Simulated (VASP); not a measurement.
Here is a VASP 6.6.1 calculation.

File POSCAR:

```
Si
1.0
    0.0000000000      1.9005188515      1.9005188515
    1.9005188515      0.0000000000      1.9005188515
    1.9005188515      1.9005188515      0.0000000000
Si
1
Direct
    0.0000000000      0.0000000000      0.0000000000
```

The input INCAR.step1:

```
ALGO = Normal
EDIFF = 1E-4
ENCUT = 520
GGA = PE
ISMEAR = -1
LASPH = True
LCHARG = False
LREAL = False
LWAVE = True
NBANDS = 8
NELM = 100
PREC = Accurate
SIGMA = 0.1
```

INCAR.step2

```
ALGO = Normal
EDIFF = 1E-6
ENCUT = 520
ISIF = 2
ISMEAR = -1
ISTART = 1
LASPH = True
LCHARG = False
LMIXTAU = True
LREAL = False
LWAVE = False
METAGGA = R2SCAN
NBANDS = 8
NELM = 100
PREC = Accurate
SIGMA = 0.1
```

KPOINTS

```
k-points
0
Gamma
  23 23 23
```

Potentials or basis: VASP PAW PBE potentials, release 64 (Si).

The run is started by

```bash
$ cat potpaw_PBE.64/Si/POTCAR > POTCAR
$ cp INCAR.step1 INCAR
$ mpirun -np 1 vasp_std > vasp.out
$ cp INCAR.step2 INCAR
$ mpirun -np 1 vasp_std > vasp.out
```

Task: Estimate the pressure.

Result: 0.5 GPa.

Task: Predict the band gap on the k mesh.

Result: Zero (band 2 reaches 23.60 eV, above the bottom of band 3 at 7.69 eV).

Caveat: the PAW data sets were made with another functional, which shifts forces and pressure a little.
